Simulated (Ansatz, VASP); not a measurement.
**PbF4 in VASP and in Ansatz**

```
Pb F
1.0
    12.15000    0.00000    0.00000
     0.00000   12.15000    0.00000
     0.00000    0.00000   11.52000
Pb F
1 4
Direct
  0.49991 0.49991 0.49983
  0.62945 0.49991 0.60904
  0.49991 0.62945 0.39062
  0.37037 0.49991 0.60904
  0.49991 0.37037 0.39062
```

Alike in both runs: task single point; functional PBE; k mesh 1 × 1 × 1; occupations gaussian, width 0.01 eV; no spin polarisation.

|  | VASP | Ansatz |
| --- | --- | --- |
| version | VASP 6.6.1 | Ansatz 0.2.0 |
| potentials or method | VASP PAW PBE potentials, release 64 (Pb_d, F), cutoff 520 eV | scalar-relativistic, plane waves, PAW |
| valence electrons in the cell | 42 | 42 |

Ansatz gave:

```
gap on the k mesh at the Fermi level (eV) : 3.37
rms of the force components (eV/Å)        : 0.048
```

Problem. What did VASP give for the same quantities?

Solution. gap on the k mesh at the Fermi level (eV): 3.33; rms of the force components (eV/Å): 0.053.

Atom by atom the forces differ by 0.058 eV/Å (rms over components). Ansatz's warnings: structure snapped to symmetry.

Spin-orbit coupling is off throughout.
